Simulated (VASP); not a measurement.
Here is a VASP 6.6.1 calculation.

INCAR

```
SYSTEM = Sn3Se
PREC     = Accurate       ! precision mode
ENCUT    = 520            ! plane-wave cutoff, eV
EDIFF    = 1E-7           ! SCF threshold, eV
ISMEAR   = 0              ! smearing method
SIGMA    = 0.15           ! smearing width, eV
LREAL    = .FALSE.        ! projectors in reciprocal space
LASPH    = .TRUE.         ! aspherical terms in the spheres
NELM     = 80             ! most SCF steps
ALGO     = Normal         ! electronic algorithm
ISIF     = 2              ! what is computed and relaxed
LWAVE    = .FALSE.        ! write WAVECAR
LCHARG   = .FALSE.        ! write CHGCAR
GGA      = PS             ! functional
NBANDS   = 32             ! bands
```

KPOINTS

```
regular mesh
0
G
  12 12 12
  0 0 0
```

File POSCAR:

```
Sn3Se
1.0
    0.0000000000      3.6581854746      3.2923669271
    3.6581854746      0.0000000000      3.2923669271
    3.6581854746      3.6581854746      0.0000000000
Sn Se
3 1
Direct
    0.2500000000      0.2500000000      0.2500000000
    0.7500000000      0.7500000000      0.7500000000
    0.5000000000      0.5000000000      0.5000000000
    0.0000000000      0.0000000000      0.0000000000
```

Potentials or basis: VASP PAW PBE potentials, release 64 (Sn_d, Se).

The run is started by

```bash
$ cat potpaw_PBE.64/Sn_d/POTCAR potpaw_PBE.64/Se/POTCAR > POTCAR
$ mpirun -np 1 vasp_std > vasp.out
```

(1) Estimate the band gap on the k mesh.

(2) Estimate the pressure.

Answers

(1) zero (bands 24 and 25 overlap by 3.06 eV).

(2) 8.7 GPa.

Caveat: the cell differs from its parent crystal (strain -0.1000 x Voigt [0, 0, 1, 0, 0, 0]); the cell stands under pressure; the PAW data sets were made with another functional, which shifts forces and pressure a little; spin-orbit coupling is left out, which moves the levels of the heavy elements.
